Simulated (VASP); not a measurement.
Input of a VASP 6.6.1 run:

Contents of INCAR:

```
PREC     = Accurate       # precision mode
ENCUT    = 520            # plane-wave cutoff, eV
EDIFF    = 1E-6           # SCF threshold, eV
ISMEAR   = 0              # smearing method
SIGMA    = 0.1            # smearing width, eV
LREAL    = F              # projectors in reciprocal space
LASPH    = T              # aspherical terms in the spheres
NELM     = 150            # most SCF steps
ALGO     = Fast           # electronic algorithm
ISIF     = 2              # what is computed and relaxed
LWAVE    = F              # write WAVECAR
LCHARG   = T              # write CHGCAR
ISPIN    = 2              # spin polarisation
MAGMOM   = 1 1 1 0 0      # initial moments
LORBIT   = 11             # projections on sites
LMAXMIX  = 4              # l up to which the mixer works
GGA      = PE             # functional
LELF     = T              # ELF
LVHAR    = T            
NBANDS   = 44             # bands
```

File KPOINTS:

```
Automatic mesh
0
Gamma
  6 6 6
```

Contents of POSCAR:

```
Ti3W2
1.0
    0.0000000000      2.3025034243     11.1791385563
    1.6038380587      0.0000000000     11.1791385563
    1.6038380587      2.3025034243      0.0000000000
Ti W
3 2
Direct
    0.5000000000      0.5000000000      0.5000000000
    0.6948942125      0.6948942125      0.3051057875
    0.3051057875      0.3051057875      0.6948942125
    0.9015269485      0.9015269485      0.0984730515
    0.0984730515      0.0984730515      0.9015269485
```

Potentials or basis: VASP PAW PBE potentials, release 64 (Ti_sv, W_sv).

Launch:

```sh
$ cat potpaw_PBE.64/Ti_sv/POTCAR potpaw_PBE.64/W_sv/POTCAR > POTCAR
$ mpirun -np 1 vasp_std > vasp.out
```

(1) Estimate the net moment.

(2) Estimate the site moments.

(3) Predict the largest force.

(4) What does it give for the pressure?

Answers

(1) 0.62 μB per cell.

(2) Ti +0.17, +0.13 (each value once); W +0.00 μB.

(3) 0.011 eV/Å.

(4) 0.1 GPa.

Caveat: the k points lie up to 0.40 Å⁻¹ apart; a moment this small can come from the mesh or the smearing.
